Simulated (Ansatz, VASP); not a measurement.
## SnO in VASP and in Ansatz

```
Sn O
1.0
     3.70930    0.00000    0.00000
     0.00000    3.70930    0.00000
     0.00000    0.00000    4.42340
Sn O
2 2
Direct
  0.00000 0.50000 0.24560
  0.50000 0.00000 0.75440
  0.00000 0.00000 0.00000
  0.50000 0.50000 0.00000
```

Alike in both runs: task single point; functional LDA; k mesh 10 × 10 × 8; occupations gaussian, width 0.15 eV; no spin polarisation.

|  | VASP | Ansatz |
| --- | --- | --- |
| version | VASP 6.6.1 | Ansatz 0.2.0 |
| potentials or method | VASP PAW LDA potentials, release 64 (Sn_d, O), cutoff 520 eV | scalar-relativistic, plane waves, PAW |
| valence electrons in the cell | 40 | 40 |

```tsv
	VASP	Ansatz	Ansatz less VASP
gap on the k mesh at the Fermi level (eV)	none	none	-
pressure (GPa)	10.3	9.6	-0.73
traceless stress, the component that is largest in VASP (GPa)	0.38	0.44	+0.062
rms of the force components (eV/Å)	0.628	0.560	-0.0678
```

Ansatz warns that its potentials were made for another functional, while VASP's fit it. LDA's correlation is that of Perdew and Zunger in VASP and of Perdew and Wang (1992) in Ansatz. Atom by atom the forces differ by 0.068 eV/Å (rms over components). A gap of «none» marks a metal or a gap that the smearing closes.
